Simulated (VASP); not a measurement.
A run of VASP 6.6.1:

INCAR

```
ALGO = Normal
EDIFF = 1E-7
EDIFFG = -0.005
ENCUT = 600
GGA = PE
IBRION = 2
ISIF = 3
ISMEAR = -1
LASPH = T
LCHARG = F
LREAL = F
LWAVE = F
NELM = 80
NSW = 100
PREC = Accurate
SIGMA = 0.03
```

File KPOINTS:

```
k-points
0
Gamma
  18 18 10
```

File POSCAR:

```
Al
1.0
    2.6593518437      0.0000000000      0.0000000000
   -1.3296759218      2.3030662542      0.0000000000
    0.0000000000      0.0000000000      4.3081499868
Al
2
Direct
    0.3333333333      0.6666666667      0.2500000000
    0.6666666667      0.3333333333      0.7500000000
```

Potentials or basis: VASP PAW PBE potentials, release 64 (Al).

The run is started by

```bash
$ cat potpaw_PBE.64/Al/POTCAR > POTCAR
$ mpirun -np 1 vasp_std > vasp.out
```

Hardware: 1 thread of Intel(R) Xeon(R) Platinum 8259CL CPU @ 2.50GHz (Skylake/Cascade Lake), on a shared host.

Q: How long does it take, and how much memory?

A: Run time: 74 s on 1 thread of Intel(R) Xeon(R) Platinum 8259CL CPU @ 2.50GHz (Skylake/Cascade Lake) (shared host), peak memory 0.18 GiB. Counts: scf iterations 32, k points 222, ion steps 5.
